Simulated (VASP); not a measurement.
Input of a VASP 6.6.1 run:

The input INCAR:

```
PREC     = Accurate       # precision mode
ENCUT    = 600            # plane-wave cutoff, eV
EDIFF    = 1E-7           # SCF threshold, eV
ISMEAR   = 0              # smearing method
SIGMA    = 0.1            # smearing width, eV
LREAL    = False          # projectors in reciprocal space
LASPH    = True           # aspherical terms in the spheres
NELM     = 60             # most SCF steps
ALGO     = Normal         # electronic algorithm
ISIF     = 3              # what is computed and relaxed
LWAVE    = False          # write WAVECAR
LCHARG   = False          # write CHGCAR
GGA      = PE             # functional
IBRION   = 2              # ionic algorithm
NSW      = 90             # ionic steps
EDIFFG   = -0.04          # ionic threshold
```

Contents of KPOINTS:

```
Automatic mesh
0
Gamma
  6 6 6
```

File POSCAR:

```
Al3BP4
1.0
   -2.5631265500      2.5631265500      5.1262531100
    2.5631265500     -2.5631265500      5.1262531100
    2.5631265500      2.5631265500     -5.1262531100
Al B P
3 1 4
Direct
    0.7500000000      0.2500000000      0.5000000000
    0.0000000000      0.0000000000      0.0000000000
    0.2500000000      0.7500000000      0.5000000000
    0.5000000000      0.5000000000      0.0000000000
    0.8750000000      0.3750000000      0.0000000000
    0.1250000000      0.1250000000      0.5000000000
    0.3750000000      0.8750000000      0.0000000000
    0.6250000000      0.6250000000      0.5000000000
```

Potentials or basis: VASP PAW PBE potentials, release 64 (Al, B, P).

Launch:

```console
$ cat potpaw_PBE.64/Al/POTCAR potpaw_PBE.64/B/POTCAR potpaw_PBE.64/P/POTCAR > POTCAR
$ mpirun -np 1 vasp_std > vasp.out
```

(1) Predict the space group after relaxing (to 0.05 Å).

(2) Predict the relaxed volume.

(3) What does it give for the relaxed cell?

(4) What does it give for the band gap on the k mesh?

Results:

(1) I-42m (No. 121).

(2) 18.27 Å³/atom.

(3) a = 6.438 Å, b = 6.438 Å, c = 6.438 Å, α = 131.59°, β = 131.59°, γ = 70.88°.

(4) 1.14 eV, direct.
